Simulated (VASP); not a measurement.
Pd:

```
CELL_PARAMETERS angstrom
2.71703 0.00000 0.00000
-1.35852 2.35302 0.00000
0.00000 0.00000 4.57298
ATOMIC_POSITIONS crystal
Pd 0.33333 0.66667 0.25000
Pd 0.66667 0.33333 0.75000
```

This isn't the form of Pd at room conditions, which is fcc.

Base run:

| Property | Result |
| --- | --- |
| Program | VASP 6.6.1 |
| Functional | PBEsol |
| Potentials or basis | VASP PAW PBE potentials, release 64 (Pd) |
| Cutoff | 520 eV |
| k mesh | 13 × 13 × 7 |
| Occupations | fermi-dirac, width 0.05 eV |
| Spin | collinear spin |
| Starting moments | [0.5, 0.5] μB |

Its results: pressure -0.3 GPa; net moment 0.00 μB per cell.

Task: The run is repeated on the same cell with these changes: k mesh from 13 × 13 × 7 to 15 × 15 × 8. What comes out?

Result: Pressure -0.2 GPa; net moment 0.31 μB per cell; site moments Pd +0.15 μB.

Caveats: the PAW data sets were made with another functional, which shifts forces and pressure a little.
